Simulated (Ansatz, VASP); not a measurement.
**Two plane-wave programs on V**

File INCAR:

```
PREC     = Accurate       # precision mode
ENCUT    = 600            # plane-wave cutoff, eV
EDIFF    = 1E-6           # SCF threshold, eV
ISMEAR   = 0              # smearing method
SIGMA    = 0.1            # smearing width, eV
LREAL    = False          # projectors in reciprocal space
LASPH    = True           # aspherical terms in the spheres
NELM     = 60             # most SCF steps
ALGO     = Fast           # electronic algorithm
ISIF     = 3              # what is computed and relaxed
LWAVE    = False          # write WAVECAR
LCHARG   = False          # write CHGCAR
GGA      = PS             # functional
IBRION   = 2              # ionic algorithm
NSW      = 100            # ionic steps
EDIFFG   = -0.005         # ionic threshold
```

Contents of KPOINTS:

```
Automatic mesh
0
Gamma
  18 18 18
```

Contents of POSCAR:

```
V
1.0
    0.0000000000      1.8950000000      1.8950000000
    1.8950000000      0.0000000000      1.8950000000
    1.8950000000      1.8950000000      0.0000000000
V
1
Direct
    0.0000000000      0.0000000000      0.0000000000
```

Input for Ansatz:

```yaml
crystal:
  lattice:
    - [0.0, 1.895, 1.895]
    - [1.895, 0.0, 1.895]
    - [1.895, 1.895, 0.0]
  atoms:
    - { symbol: V, position: [0.0, 0.0, 0.0] }
basis:
  ecutwfc: 420
kpoints:
  mp_grid: { grid: [18, 18, 18] }
hamiltonian:
  xc: pbesol
scf:
  occupations: { method: gaussian, width: 0.1 }
output:
  forces: true
  stress: true
  eigenvalues: true
relax:
  adjacent_minimum: "off"
  f_tol: 0.005
  max_steps: 80
  cell: { stress_tol: 0.05 }
```

Alike in both runs: task relaxation of cell and atoms; functional PBEsol; k mesh 18 × 18 × 18; occupations gaussian, width 0.1 eV; no spin polarisation.

```csv
,VASP,Ansatz
version,VASP 6.6.1,Ansatz 0.2.0
potentials or method,"VASP PAW PBE potentials, release 64 (V_sv), cutoff 600 eV","scalar-relativistic, plane waves, PAW"
valence electrons in the cell,13,13
```

```tsv
	VASP	Ansatz	Ansatz less VASP
gap on the k mesh at the Fermi level, each at its own relaxed structure (eV)	none	none	-
relaxed volume (Å³/atom)	13.39	13.39	-0.002
relaxed cell length with the largest relative difference (Å)	2.665	2.665	-0.0001
```

VASP's potentials were made for PBE, not for PBEsol. A gap of «none» marks a metal or a gap that the smearing closes.
